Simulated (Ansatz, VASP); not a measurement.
# Cu: VASP beside Ansatz

Contents of INCAR:

```
PREC = Accurate
ENCUT = 520
EDIFF = 1E-6
ISMEAR = 1
SIGMA = 0.1
LREAL = F
LASPH = T
NELM = 60
ALGO = Normal
ISIF = 2
LWAVE = F
LCHARG = F
GGA = PS
NBANDS = 30
```

File KPOINTS:

```
Automatic mesh
0
Gamma
  10 10 3
```

The input POSCAR:

```
Cu
1.0
    2.5307640300      0.0000000000      0.0000000000
   -1.2653820100      2.1917059400      0.0000000000
    0.0000000000      0.0000000000      8.2618150800
Cu
4
Direct
    0.0000000000      0.0000000000      0.0000000000
    0.3333333296      0.6666666697      0.2500000000
    0.0000000000      0.0000000000      0.5000000000
    0.6438533911      0.2877067715      0.7500000000
```

Input for Ansatz:

```yaml
crystal:
  lattice:
    - [2.53076403, 0.0, 0.0]
    - [-1.26538201, 2.19170594, 0.0]
    - [0.0, 0.0, 8.26181508]
  atoms:
    - { symbol: Cu, position: [0.0, 0.0, 0.0] }
    - { symbol: Cu, position: [0.3333333295857175, 0.6666666697084374, 0.25] }
    - { symbol: Cu, position: [0.0, 0.0, 0.5] }
    - { symbol: Cu, position: [0.643853391091587, 0.2877067714658838, 0.75] }
kpoints:
  mp_grid:
    grid: [10, 10, 3]
    shift: [0.0, 0.0, 0.0]
hamiltonian:
  xc: pbesol
  pseudopotentials:
    kind: paw
scf:
  occupations:
    method: methfessel_paxton
    width: 0.1
output:
  forces: true
```

Alike in both runs: task single point; functional PBEsol; k mesh 10 × 10 × 3; occupations methfessel-paxton of order 1, width 0.1 eV; no spin polarisation.

```csv
,VASP,Ansatz
version,VASP 6.6.1,Ansatz 0.2.0
potentials or method,"VASP PAW PBE potentials, release 64 (Cu)","plane waves, PAW"
plane-wave cutoff (eV),520,420
valence electrons in the cell,44,76
```

|  | VASP | Ansatz | Ansatz less VASP |
| --- | --- | --- | --- |
| rms of the force components (eV/Å) | 0.045 | 0.045 | -0.0002 |

VASP's potentials were made for PBE, not for PBEsol. Atom by atom the forces differ by 0.000 eV/Å (rms over components). VASP's potentials hold 44 valence electrons a cell and Ansatz's 76, so a difference there can come from the potentials and not from the codes.
